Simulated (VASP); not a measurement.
Set up this calculation in VASP 6.6.1, as the native input.

```
Task                   : single point
Functional             : BLYP
Potentials or basis    : VASP PAW PBE potentials, release 64 (Sn_d, Te)
Cutoff                 : 520 eV
k mesh                 : 6 × 6 × 6
Occupations            : gaussian, width 0.01 eV
Spin                   : no spin polarisation
Dipole correction      : no
Further INCAR settings : ALGO = Normal; EDIFF = 1e-06; NBANDS = 17
```

The structure of SnTe lies in POSCAR:

```
SnTe
1.0
    0.0000000000      3.6111460000      3.6111460000
    3.6111460000      0.0000000000      3.6111460000
    3.6111460000      3.6111460000      0.0000000000
Sn Te
1 1
Direct
    0.0000000000      0.0000000000      0.0000000000
    0.7500000000      0.7500000000      0.7500000000
```

The input as run:

INCAR

```
SYSTEM = SnTe
PREC = Accurate ; ENCUT = 520
EDIFF = 1E-6 ; ISMEAR = 0
SIGMA = 0.01 ; LREAL = .FALSE.
LASPH = .TRUE. ; NELM = 100
ALGO = Normal ; ISIF = 2
LWAVE = .FALSE. ; LCHARG = .FALSE.
GGA = B5 ; ALDAX = 1.0
AGGAX = 1.0 ; AGGAC = 1.0
ALDAC = 0.0 ; NBANDS = 17
```

KPOINTS

```
regular mesh
0
G
  6 6 6
  0 0 0
```

Potentials or basis: VASP PAW PBE potentials, release 64 (Sn_d, Te).

Run with:

```sh
$ cat potpaw_PBE.64/Sn_d/POTCAR potpaw_PBE.64/Te/POTCAR > POTCAR
$ mpirun -np 1 vasp_std > vasp.out
```

It gave:

* Pressure: 1.6 GPa
* Band gap on the k mesh: 0.32 eV, indirect (least direct gap 0.81 eV)

Caveat: the PAW data sets were made with another functional, which shifts forces and pressure a little; spin-orbit coupling is left out, which moves the levels of the heavy elements.

It used 36 s of CPU time on 1 thread of Intel Xeon 6975P-C, on a shared host.
